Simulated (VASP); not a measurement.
# Hf2Si2Os (P4/mbm) in VASP: single point with r2SCAN

Aim: the single point of Hf2Si2Os with r2SCAN.

All numbers are computed with VASP 6.6.1; they aren't measurements. Logs are shortened: lines on timing, memory, paths and dates and some standing lists are left out, and cuts for length are marked.

## Step 1: The cell of the first run

It takes space group P4/mbm (No. 127, tetragonal). The conventional cell has a = 6.485 Å, b = 6.485 Å, c = 4.051 Å, α = 90.00°, β = 90.00°, γ = 90.00°. Os (site symmetry 4/m) has 4 Si at 2.57 Å and 8 Hf at 3.13 Å within 3.4 Å. Si (site symmetry m2m) has 1 Si at 2.27 Å and 2 Os at 2.57 Å and 6 Hf at 2.73 to 2.83 Å within 3.0 Å. Within 3.6 Å of Hf (site symmetry m2m) lie 6 Si at 2.73 to 2.83 Å and 4 Os at 3.13 Å and 5 Hf at 3.24 to 3.38 Å.

## Step 2: Single point, r2SCAN

File POSCAR:

```
Hf2Si2Os
1.0
    6.4850540000      0.0000000000      0.0000000000
    0.0000000000      6.4850540000      0.0000000000
    0.0000000000      0.0000000000      4.0511220000
Os Si Hf
2 4 4
Direct
    0.0000000000      0.0000000000      0.0000000000
    0.5000000000      0.5000000000      0.0000000000
    0.3760000000      0.8760000000      0.0000000000
    0.1240000000      0.3760000000      0.0000000000
    0.6240000000      0.1240000000      0.0000000000
    0.8760000000      0.6240000000      0.0000000000
    0.1768900000      0.6768900000      0.5000000000
    0.3231100000      0.1768900000      0.5000000000
    0.8231100000      0.3231100000      0.5000000000
    0.6768900000      0.8231100000      0.5000000000
```

File INCAR.step1:

```
SYSTEM = Hf2Si2Os
ALGO     = Normal         ! electronic algorithm
EDIFF    = 1E-4           ! SCF threshold, eV
ENCUT    = 520            ! plane-wave cutoff, eV
GGA      = PE             ! functional
ISMEAR   = -1             ! smearing method
LASPH    = .TRUE.         ! aspherical terms in the spheres
LCHARG   = .FALSE.        ! write CHGCAR
LREAL    = .FALSE.        ! projectors in reciprocal space
LWAVE    = .TRUE.         ! write WAVECAR
NBANDS   = 47             ! bands
NELM     = 80             ! most SCF steps
PREC     = Accurate       ! precision mode
SIGMA    = 0.023          ! smearing width, eV
```

File INCAR.step2:

```
SYSTEM = Hf2Si2Os
ALGO     = Normal         ! electronic algorithm
EDIFF    = 1E-6           ! SCF threshold, eV
ENCUT    = 520            ! plane-wave cutoff, eV
ISIF     = 2              ! what is computed and relaxed
ISMEAR   = -1             ! smearing method
ISTART   = 1            
LASPH    = .TRUE.         ! aspherical terms in the spheres
LCHARG   = .TRUE.         ! write CHGCAR
LELF     = .TRUE.         ! ELF
LMIXTAU  = .TRUE.       
LREAL    = .FALSE.        ! projectors in reciprocal space
LVHAR    = .TRUE.       
LWAVE    = .FALSE.        ! write WAVECAR
METAGGA  = R2SCAN         ! meta-GGA
NBANDS   = 47             ! bands
NELM     = 80             ! most SCF steps
PREC     = Accurate       ! precision mode
SIGMA    = 0.023          ! smearing width, eV
```

File KPOINTS:

```
k-points
0
G
  5 5 8
  0 0 0
```

Potentials or basis: VASP PAW PBE potentials, release 64 (Os, Si, Hf_pv).

Launch:

```bash
$ cat potpaw_PBE.64/Os/POTCAR potpaw_PBE.64/Si/POTCAR potpaw_PBE.64/Hf_pv/POTCAR > POTCAR
$ cp INCAR.step1 INCAR
$ mpirun -np 1 vasp_std > vasp.out
$ cp INCAR.step2 INCAR
$ mpirun -np 1 vasp_std > vasp.out
```

OUTCAR:

```text
SYSTEM = Hf2Si2Os
   EDIFF = 1E-6
   ENCUT = 520
   ISIF = 2
   ISMEAR = -1
   ISTART = 1
   LASPH = .TRUE.
   LREAL = .FALSE.
   METAGGA = R2SCAN
   NELM = 80
   PREC = Accurate

 ion  position               nearest neighbor table
   1  0.000  0.000  0.000-   3 2.57   4 2.57   5 2.57   6 2.57   7 3.13   8 3.13   9 3.13  10 3.13
                             7 3.13   8 3.13   9 3.13  10 3.13
   2  0.500  0.500  0.000-   3 2.57   4 2.57   5 2.57   6 2.57   7 3.13   8 3.13   9 3.13  10 3.13
                             7 3.13   8 3.13   9 3.13  10 3.13
   3  0.376  0.876  0.000-   5 2.27   2 2.57   1 2.57   7 2.73   7 2.73  10 2.83   8 2.83   8 2.83
                            10 2.83
   4  0.124  0.376  0.000-   6 2.27   2 2.57   1 2.57   8 2.73   8 2.73   9 2.83   7 2.83   7 2.83
                             9 2.83
   5  0.624  0.124  0.000-   3 2.27   2 2.57   1 2.57   9 2.73   9 2.73  10 2.83   8 2.83   8 2.83
                            10 2.83
   6  0.876  0.624  0.000-   4 2.27   2 2.57   1 2.57  10 2.73  10 2.73   7 2.83   7 2.83   9 2.83
                             9 2.83
   7  0.177  0.677  0.500-   3 2.73   3 2.73   6 2.83   4 2.83   4 2.83   6 2.83   2 3.13   2 3.13
                             1 3.13   1 3.13   9 3.24  10 3.38   8 3.38   8 3.38  10 3.38
   8  0.323  0.177  0.500-   4 2.73   4 2.73   5 2.83   3 2.83   3 2.83   5 2.83   2 3.13   2 3.13
                             1 3.13   1 3.13  10 3.24   7 3.38   9 3.38   7 3.38   9 3.38
   9  0.823  0.323  0.500-   5 2.73   5 2.73   6 2.83   4 2.83   4 2.83   6 2.83   2 3.13   2 3.13
                             1 3.13   1 3.13   7 3.24  10 3.38   8 3.38  10 3.38   8 3.38
  10  0.677  0.823  0.500-   6 2.73   6 2.73   3 2.83   3 2.83   5 2.83   5 2.83   2 3.13   2 3.13
                             1 3.13   1 3.13   8 3.24   9 3.38   7 3.38   9 3.38   7 3.38

  LATTYP: Found a simple tetragonal cell.
 ALAT       =     6.4850540000
 C/A-ratio  =     0.6246859317

  Lattice vectors:

 A1 = (   6.4850540000,   0.0000000000,   0.0000000000)
 A2 = (   0.0000000000,   6.4850540000,   0.0000000000)
 A3 = (   0.0000000000,   0.0000000000,   4.0511220000)

Analysis of symmetry for initial positions (statically):
=====================================================================
 Subroutine PRICEL returns:
 Original cell was already a primitive cell.

 Routine SETGRP: Setting up the symmetry group for a
 simple tetragonal supercell.

 Subroutine GETGRP returns: Found 16 space group operations
 (whereof  8 operations were pure point group operations)
 out of a pool of 16 trial point group operations.

The static configuration has the point symmetry C_4h.
 The point group associated with its full space group is D_4h.

Analysis of symmetry for dynamics (positions and initial velocities):
[... 142 lines left out ...]
   EFERMI =   0.00;   METHOD = LEGACY
   ISMEAR =    -1;   SIGMA  =   0.02  broadening in eV -4-tet -1-fermi 0-gaus
   EFERMI_NEDOS =   21; number of points for ismear=-14 and -15
   IALGO  =     38    algorithm
   IMIX   =      4    mixing-type and parameters
     AMIX     =   0.40;   BMIX     =  1.00
     AMIX_MAG =   1.60;   BMIX_MAG =  1.00
  volume/ion in A,a.u.               =      17.04       114.97
  Fermi-wavevector in a.u.,A,eV,Ry     =   1.228527  2.321580 20.534993  1.509279
  Thomas-Fermi vector in A             =   2.363449
   LORBIT       =      0    0 simple, 1 ext, 2 COOP (PROOUT), +10 PAW based schemes
   METAGGA = R2SCAN    functional components
   LHFCALC =     F    Hartree Fock is set to
   AEXX    =    0.0000 exact exchange contribution
   IVDW    =     0    specifies the selected vdW correction
   LEPSILON=     F    determine dielectric tensor
   LRPA    =     F    only Hartree local field effects (RPA)
 non-spin polarized calculation
  energy-cutoff  :      520.00
  volume of cell :      170.37
 maximum number of plane-waves:      4609
   NGX = 25   NGY = 25   NGZ = 15

 number of electron      72.0000012 magnetization

 Free energy of the ion-electron system (eV)
  ---------------------------------------------------
  ext. energy  EPLUGINS =         0.00000000
  ---------------------------------------------------
  free energy    TOTEN  =      -329.86539909 eV

  energy without entropy =     -329.86068314  energy(sigma->0) =     -329.86304111

 E-fermi :   7.2864     XC(G=0): -12.7091

 val. band max:        7.2665742753   @ k =   0.4000   0.4000   0.2500
 cond. band min:       7.3241708084   @ k =   0.0000   0.0000   0.2500
 fundamental gap:      0.0575965331
 Fermi energy:         7.2863945746

 k-point     1 :       0.0000    0.0000    0.0000
  band No.  band energies     occupation
      1     -24.9847      2.00000
      2     -24.9059      2.00000
      3     -24.8566      2.00000
      4     -24.8566      2.00000
      5     -24.8505      2.00000
      6     -24.8030      2.00000
[... 1189 lines left out ...]
     46      10.4399      0.00000
     47      10.9947      0.00000

 [... further k-points ...]

------------------------ aborting loop because EDIFF is reached ----------------------------------------

  FORCE on cell =-STRESS in cart. coord.  units (eV):
  Direction    XX          YY          ZZ          XY          YZ          ZX
  --------------------------------------------------------------------------------------
  -------------------------------------------------------------------------------------
  Total      -14.6628518    -14.6628518     -5.5857946      0.0000000      0.0000000     -0.0000000
  in kB     -137.8880126   -137.8880126    -52.5282617      0.0000000      0.0000000     -0.0000000
  external PRESSURE =    -109.4347623 kB  Pullay stress =       0.0000000 kB

 VOLUME and BASIS-vectors are now :
 -----------------------------------------------------------------------------
  energy-cutoff  :      520.00
  volume of cell :      170.37
      direct lattice vectors                 reciprocal lattice vectors
     6.485054000  0.000000000  0.000000000     0.154200721  0.000000000  0.000000000
     0.000000000  6.485054000  0.000000000     0.000000000  0.154200721  0.000000000
     0.000000000  0.000000000  4.051122000     0.000000000  0.000000000  0.246845195

 POSITION                                       TOTAL-FORCE (eV/Angst)
 -----------------------------------------------------------------------------------
      0.00000      0.00000      0.00000        -0.000000      0.000000      0.000000
      3.24253      3.24253      0.00000        -0.000000      0.000000      0.000000
      2.43838      5.68091      0.00000        -1.336999     -1.336999      0.000000
      0.80415      2.43838      0.00000         1.336999     -1.336999      0.000000
      4.04667      0.80415      0.00000         1.336999      1.336999     -0.000000
      5.68091      4.04667      0.00000        -1.336999      1.336999     -0.000000
      1.14714      4.38967      2.02556         0.063734      0.063734     -0.000000
      2.09539      1.14714      2.02556        -0.063734      0.063734     -0.000000
      5.33791      2.09539      2.02556        -0.063734     -0.063734      0.000000
      4.38967      5.33791      2.02556         0.063734     -0.063734      0.000000
 -----------------------------------------------------------------------------------
    total drift:                                0.000000      0.000000      0.000000

  FREE ENERGIE OF THE ION-ELECTRON SYSTEM (eV)
  ---------------------------------------------------
  free  energy   TOTEN  =      -329.8653990859 eV

  energy  without entropy=     -329.8606831424  energy(sigma->0) =     -329.86304111
```

OUTCAR.step1:

```text
SYSTEM = Hf2Si2Os
   EDIFF = 1E-4
   ENCUT = 520
   GGA = PE
   ISMEAR = -1
   LASPH = .TRUE.
   LREAL = .FALSE.
   NELM = 80
[... 1462 lines left out ...]
      2.09539      1.14714      2.02556        -0.054873      0.054873     -0.000000
      5.33791      2.09539      2.02556        -0.054873     -0.054873      0.000000
      4.38967      5.33791      2.02556         0.054873     -0.054873      0.000000
 -----------------------------------------------------------------------------------
    total drift:                                0.000000      0.000000      0.000000

  FREE ENERGIE OF THE ION-ELECTRON SYSTEM (eV)
  ---------------------------------------------------
  free  energy   TOTEN  =       -91.6258842939 eV

  energy  without entropy=      -91.6205773184  energy(sigma->0) =      -91.62323081
```

Run time: 14 min. Hardware: 1 thread of Intel Xeon Platinum 8259CL at 2.50GHz (Skylake/Cascade Lake), shared host; peak memory 0.42 GiB.

Results:

| Item | Value |
| --- | --- |
| Free energy | -329.8654 eV |
| Pressure | -10.9 GPa |
| Largest force | 1.891 eV/Å |
| Band gap on the k mesh | zero (bands 36 and 37 overlap by 0.50 eV) |

Forces on the atoms (eV/Å):
```
Os   0.000  0.000  0.000
Os   0.000  0.000  0.000
Si  -1.337 -1.337  0.000
Si   1.337 -1.337  0.000
Si   1.337  1.337  0.000
Si  -1.337  1.337  0.000
Hf   0.064  0.064  0.000
Hf  -0.064  0.064  0.000
Hf  -0.064 -0.064  0.000
Hf   0.064 -0.064  0.000
```

Stress tensor (GPa, compression positive):
```
-13.79   0.00   0.00
  0.00 -13.79   0.00
  0.00   0.00  -5.25
```

Levels at points of the mesh, in eV from the Fermi level:
```tsv
k point	band 33	band 34	band 35	band 36	band 37	band 38	band 39	band 40
(0.00, 0.00, 0.00)	-1.31	-0.81	-0.81	-0.48	0.71	0.81	1.27	1.27
(0.00, 0.00, 0.50)	-0.71	-0.71	-0.53	-0.44	0.31	0.58	0.91	0.91
```

Caveat: the stress differs along the axes, from -14 to -5 GPa; the PAW data sets were made with another functional, which shifts forces and pressure a little; spin-orbit coupling is left out, which moves the levels of the heavy elements.

The gap in the log of VASP goes by the Fermi energy; the results here count the filled bands.